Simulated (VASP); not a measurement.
A run of VASP 6.6.1 is set up as follows.

INCAR

```
ALGO     = Normal         # electronic algorithm
EDIFF    = 1E-6           # SCF threshold, eV
ENCUT    = 520            # plane-wave cutoff, eV
GGA      = PE             # functional
ISIF     = 2              # what is computed and relaxed
ISMEAR   = 0              # smearing method
ISPIN    = 2              # spin polarisation
LASPH    = T              # aspherical terms in the spheres
LCHARG   = F              # write CHGCAR
LDAU     = T              # DFT+U
LDAUJ    = 0 0          
LDAUL    = 2 -1           # shell
LDAUPRINT= 1            
LDAUTYPE = 2            
LDAUU    = 7 0            # U, eV
LMAXMIX  = 4              # l up to which the mixer works
LORBIT   = 11             # projections on sites
LREAL    = F              # projectors in reciprocal space
LWAVE    = F              # write WAVECAR
MAGMOM   = 1.86 -1.86 0 0 # initial moments
NBANDS   = 28             # bands
NELM     = 150            # most SCF steps
PREC     = Accurate       # precision mode
SIGMA    = 0.05           # smearing width, eV
```

File KPOINTS:

```
k-points
0
Gamma
  8 8 8
```

POSCAR

```
NiO
1.0
    0.0000000000      2.0913095100      2.0913095100
    2.0913095100      0.0000000000      2.0913095100
    4.1826190200      4.1826190200      0.0000000000
Ni O
2 2
Direct
    0.0000000000      0.0000000000      0.0000000000
    0.0000000000      0.0000000000      0.5000000000
    0.5000000000      0.5000000000      0.2500000000
    0.5000000000      0.5000000000      0.7500000000
```

Potentials or basis: VASP PAW PBE potentials, release 64 (Ni, O).

The run is started by

```bash
$ cat potpaw_PBE.64/Ni/POTCAR potpaw_PBE.64/O/POTCAR > POTCAR
$ mpirun -np 1 vasp_std > vasp.out
```

Q: Predict the site moments.

A: Ni +1.78, -1.78; O +0.00 μB.

Q: Estimate the pressure.

A: -0.6 GPa.

Q: What does it give for the net moment?

A: 0.00 μB per cell.

Eigenvalues of the final occupation matrices:
```tsv
site	spin	trace	eigenvalues
site 1 d	1	5.03	0.99 0.99 0.99 1.04 1.04
site 1 d	2	3.24	0.14 0.14 0.98 0.98 0.98
site 2 d	1	3.24	0.14 0.14 0.98 0.98 0.98
site 2 d	2	5.03	0.99 0.99 0.99 1.04 1.04
```

The state reached can hang on the start; a lower one may exist.
